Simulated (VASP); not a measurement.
A run of VASP 6.6.1 is set up as follows.

INCAR

```
SYSTEM = Zr
PREC = Accurate
ENCUT = 520
EDIFF = 1E-6
ISMEAR = 0
SIGMA = 0.1
LREAL = .FALSE.
LASPH = .TRUE.
NELM = 80
ALGO = Fast
ISIF = 2
LWAVE = .FALSE.
LCHARG = .FALSE.
GGA = PE
NBANDS = 19
```

The input KPOINTS:

```
regular mesh
0
G
  21 21 12
  0 0 0
```

The input POSCAR:

```
Zr
1.0
    3.2318309042      0.0000000000      0.0000000000
   -1.6159154521      2.7988476637      0.0000000000
    0.0000000000      0.0000000000      5.1715407428
Zr
2
Direct
    0.3333333333      0.6666666667      0.2500000000
    0.6666666667      0.3333333333      0.7500000000
```

Potentials or basis: VASP PAW PBE potentials, release 64 (Zr_sv).

Launch:

```console
$ cat potpaw_PBE.64/Zr_sv/POTCAR > POTCAR
$ mpirun -np 1 vasp_std > vasp.out
```

**Question.** Predict the pressure.

**Answer.** 0.0 GPa.

**Question.** What does it give for the band gap on the k mesh?

**Answer.** Zero (bands 12 and 13 overlap by 1.22 eV).
